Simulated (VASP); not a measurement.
CuI, 2 atoms in the cell. Symmetry: I-4m2, No. 119, tetragonal system. The conventional cell has a = 4.315 Å, b = 4.315 Å, c = 6.352 Å, α = 90.00°, β = 90.00°, γ = 90.00°. Within 3.5 Å of Cu (site symmetry -4m2) lie 4 I at 2.68 Å. I (site symmetry -4m2) has 4 Cu at 2.68 Å within 3.5 Å.  This cell differs from its parent crystal: volume 29.563 Å^3 an atom, c/a of the conventional cell 1.0410.

```yaml
Program: VASP 6.6.1
Task: single point
Functional: PBE
Potentials_or_basis: VASP PAW PBE potentials, release 64 (Cu, I)
Cutoff: 520 eV
k_mesh: 8 × 8 × 8
Occupations: gaussian, width 0.05 eV
Spin: no spin polarisation
Dipole_correction: no
Further_INCAR_settings: ALGO = Normal; EDIFF = 1e-06; NBANDS = 16
```

Potentials or basis: VASP PAW PBE potentials, release 64 (Cu, I).

Launch:

```sh
$ cat potpaw_PBE.64/Cu/POTCAR potpaw_PBE.64/I/POTCAR > POTCAR
$ mpirun -np 1 vasp_std > vasp.out
```

Hardware: 1 thread of AMD EPYC 9R45 96-Core Processor (Zen 5) (shared host).

Q: How long does it take, and how much memory?

A: It took 27 s on 1 thread of AMD EPYC 9R45 96-Core Processor (Zen 5), on a shared host, peak memory 0.2 GiB. Counts: scf iterations 12, k points 59.
